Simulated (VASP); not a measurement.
Write the native input for VASP 6.6.1 that does the following.

```yaml
Task: single point
Functional: PBEsol
Potentials_or_basis: VASP PAW PBE potentials, release 64 (Ni)
Cutoff: 520 eV
k_mesh: 24 × 24 × 24
Occupations: gaussian, width 0.15 eV
Spin: collinear spin, ferromagnetic start
Starting_moments: "[0.5] μB"
Dipole_correction: no
Further_INCAR_settings: ALGO = Normal; EDIFF = 1e-06; NBANDS = 15
```

The structure of Ni lies in POSCAR:

```
Ni
1.0
   -1.3837154700      1.3837154700      1.3767968926
    1.3837154700     -1.3837154700      1.3767968926
    1.3837154700      1.3837154700     -1.3767968926
Ni
1
Direct
    0.0000000000      0.0000000000      0.0000000000
```

This isn't the form of Ni at room conditions, which is fcc.

This cell differs from its parent crystal: strain -0.0050 x Voigt [0, 0, 1, 0, 0, 0].

The input as run:

INCAR

```
ALGO = Normal
EDIFF = 1E-6
ENCUT = 520
GGA = PS
ISIF = 2
ISMEAR = 0
ISPIN = 2
LASPH = True
LCHARG = False
LMAXMIX = 4
LORBIT = 11
LREAL = False
LWAVE = False
MAGMOM = 0.5
NBANDS = 15
NELM = 150
PREC = Accurate
SIGMA = 0.15
```

KPOINTS

```
k-points
0
Gamma
  24 24 24
```

Potentials or basis: VASP PAW PBE potentials, release 64 (Ni).

The run is started by

```sh
$ cat potpaw_PBE.64/Ni/POTCAR > POTCAR
$ mpirun -np 1 vasp_std > vasp.out
```

Results of the run:

The pressure is -1.7 GPa, the net moment is 0.52 μB per cell and the site moments are Ni +0.52 μB. The valence electrons inside the program's atomic spheres are Ni 9.38.

Caveat: the cell differs from its parent crystal (strain -0.0050 x Voigt [0, 0, 1, 0, 0, 0]); the PAW data sets were made with another functional, which shifts forces and pressure a little.

Run time: 2.1 min on 1 thread of Intel(R) Xeon(R) 6975P-C (Granite Rapids) (shared host), peak memory 0.35 GiB.
